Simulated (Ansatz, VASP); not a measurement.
# Two plane-wave programs on Hf3Ta2F

```
Hf Ta F
1.0
     2.99574    0.00000    0.00000
     0.00000    2.99574    0.00000
     0.00000    0.00000   12.62065
Hf Ta F
3 2 1
Direct
  0.50000 0.50000 0.15000
  0.50000 0.50000 0.50000
  0.50000 0.50000 0.85000
  0.00000 0.00000 0.31713
  0.00000 0.00000 0.68287
  0.00000 0.00000 0.00000
```

Change from the starting cell: species swapped into the Pr3MgAl2 type (P4/mmm, No. 123).

Alike in both runs: functional PBE; k mesh 12 × 12 × 4; occupations gaussian, width 0.1 eV; no spin polarisation.

Ansatz relaxed the structure, and its values are those at the end. VASP's run is a single point on that final structure, the one shown.

```csv
,VASP,Ansatz
version,VASP 6.6.1,Ansatz 0.2.0
potentials or method,"VASP PAW PBE potentials, release 64 (Hf_pv, Ta_pv, F), cutoff 520 eV","scalar-relativistic, plane waves, PAW"
valence electrons in the cell,59,111
```

```csv
,VASP,Ansatz,Ansatz less VASP
gap on the k mesh at the Fermi level (eV),none,none,-
pressure (GPa),-0.5,0.0,+0.52
rms of the force components (eV/Å),0.010,0.001,-0.0096
```

A gap of «none» marks a metal or a gap that the smearing closes. VASP's potentials hold 59 valence electrons a cell and Ansatz's 111, so a difference there can come from the potentials and not from the codes.

Spin-orbit coupling is off throughout.
